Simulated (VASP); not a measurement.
Set up this calculation in VASP 6.6.1, as the native input.

| Property | Result |
| --- | --- |
| Task | single point |
| Functional | PBEsol |
| Potentials or basis | VASP PAW PBE potentials, release 64 (C) |
| Cutoff | 520 eV |
| k mesh | 16 × 16 × 5 |
| Occupations | fermi-dirac, width 0.05 eV |
| Spin | no spin polarisation |
| Dipole correction | no |
| Further INCAR settings | ALGO = Normal; EDIFF = 1e-06; NBANDS = 16 |

The structure of C lies in POSCAR:

```
C
1.0
    1.1961420427     -2.1086411005      0.0000000000
    1.2599538973      2.1454825396      0.0000000000
    0.0000000000      0.0000000000      7.1732677600
C
4
Direct
    0.0833794600      0.9166205400      0.7531376000
    0.5833794600      0.4166205400      0.2468624000
    0.9166205400      0.0833794600      0.2468624000
    0.4166205400      0.5833794600      0.7531376000
```

The input as run:

INCAR

```
PREC = Accurate
ENCUT = 520
EDIFF = 1E-6
ISMEAR = -1
SIGMA = 0.05
LREAL = F
LASPH = T
NELM = 60
ALGO = Normal
ISIF = 2
LWAVE = F
LCHARG = F
GGA = PS
NBANDS = 16
```

KPOINTS

```
Automatic mesh
0
Gamma
  16 16 5
```

Potentials or basis: VASP PAW PBE potentials, release 64 (C).

The run is started by

```console
$ cat potpaw_PBE.64/C/POTCAR > POTCAR
$ mpirun -np 1 vasp_std > vasp.out
```

It gave:

| Property | Result |
| --- | --- |
| Pressure | 1.9 GPa |
| Largest force | 0.405 eV/Å |

Caveat: this functional lacks dispersion, which binds the layers, so the pressure and a relaxed spacing across them are unreliable; the PAW data sets were made with another functional, which shifts forces and pressure a little.

Wall time 99 s on 1 thread of Intel(R) Xeon(R) 6975P-C (Granite Rapids), on a shared host, peak memory 0.27 GiB.
